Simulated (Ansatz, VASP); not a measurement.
# ZnO: VASP beside Ansatz

Contents of INCAR:

```
SYSTEM = ZnO
PREC = Accurate
ENCUT = 520
EDIFF = 1E-6
ISMEAR = 0
SIGMA = 0.05
LREAL = .FALSE.
LASPH = .TRUE.
NELM = 60
ALGO = Normal
ISIF = 2
LWAVE = .FALSE.
LCHARG = .FALSE.
GGA = CA
NBANDS = 26
```

File KPOINTS:

```
Automatic mesh
0
G
  9 9 4
  0 0 0
```

File POSCAR:

```
ZnO
1.0
    3.3372866661      0.0000000000      0.0000000000
   -1.6686433330      2.8901750325      0.0000000000
    0.0000000000      0.0000000000      7.3443545905
Zn O
2 2
Direct
    0.0000000000      0.0000000000      0.7500000000
    0.0000000000      0.0000000000      0.2500000000
    0.3333333333      0.6666666667      0.2500000000
    0.6666666667      0.3333333333      0.7500000000
```

Input for Ansatz:

```yaml
crystal:
  lattice:
    - [3.3372866661, 0.0, 0.0]
    - [-1.668643333, 2.8901750325, 0.0]
    - [0.0, 0.0, 7.3443545905]
  atoms:
    - { symbol: Zn, position: [0.0, 0.0, 0.75] }
    - { symbol: Zn, position: [0.0, 0.0, 0.25] }
    - { symbol: O, position: [0.3333333333, 0.6666666667, 0.25] }
    - { symbol: O, position: [0.6666666667, 0.3333333333, 0.75] }
basis:
  ecutwfc: 420
kpoints:
  mp_grid: { grid: [9, 9, 4] }
hamiltonian:
  xc: lda
scf:
  occupations: { method: gaussian, width: 0.05 }
output:
  forces: true
  stress: true
  eigenvalues: true
```

Change from the starting cell: strain +0.015 along x and y, +0.030 along z, atoms carried along.

Alike in both runs: task single point; functional LDA; k mesh 9 × 9 × 4; occupations gaussian, width 0.05 eV; no spin polarisation.

|  | VASP | Ansatz |
| --- | --- | --- |
| version | VASP 6.6.1 | Ansatz 0.2.0 |
| potentials or method | VASP PAW LDA potentials, release 64 (Zn, O), cutoff 520 eV | scalar-relativistic, plane waves, PAW |
| valence electrons in the cell | 36 | 36 |

|  | VASP | Ansatz | Ansatz less VASP |
| --- | --- | --- | --- |
| gap on the k mesh at the Fermi level (eV) | 0.77 | 0.76 | -0.010 |
| least direct gap on the mesh (eV) | 0.77 | 0.76 | -0.010 |
| pressure (GPa) | -10.4 | -11.0 | -0.62 |
| traceless stress, the component that is largest in VASP (GPa) | 8.69 | 9.38 | +0.692 |

LDA's correlation is that of Perdew and Zunger in VASP and of Perdew and Wang (1992) in Ansatz.
